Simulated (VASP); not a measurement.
Here is a VASP 6.6.1 calculation.

Contents of INCAR:

```
SYSTEM = PtSe2
PREC = Accurate
ENCUT = 520
EDIFF = 1E-8
ISMEAR = -1
SIGMA = 0.15
LREAL = .False.
LASPH = .True.
NELM = 100
ALGO = Normal
ISIF = 2
LWAVE = .False.
LCHARG = .False.
GGA = CA
IBRION = 8
NSW = 1
LUSENCCL = .False.
```

The input KPOINTS:

```
Automatic mesh
0
Gamma
  12 12 8
  0 0 0
```

POSCAR

```
PtSe2
1.0
    3.7064476462      0.0000000000      0.0000000000
   -1.8532238231      3.2098778194      0.0000000000
    0.0000000000      0.0000000000      4.5390255163
Pt Se
1 2
Direct
    0.0000000000      0.0000000000      0.0000000000
    0.3333333333      0.6666666667      0.2762590272
    0.6666666667      0.3333333333      0.7237409728
```

Potentials or basis: VASP PAW LDA potentials, release 64 (Pt, Se).

Command:

```sh
$ cat potpaw_LDA.64/Pt/POTCAR potpaw_LDA.64/Se/POTCAR > POTCAR
$ mpirun -np 1 vasp_std > vasp.out
```

**Question.** What does it give for the highest phonon frequency at Γ, LO-TO splitting left out?

**Answer.** 231 cm⁻¹.

Phonon frequencies in cm⁻¹ (negative: imaginary):
| q point | frequencies |
| --- | --- |
| (0.000, 0.000, 0.000) | 0 0 0 166 166 225 225 231 231 |

Caveat: the cell stands under pressure or tension, which shifts response properties.
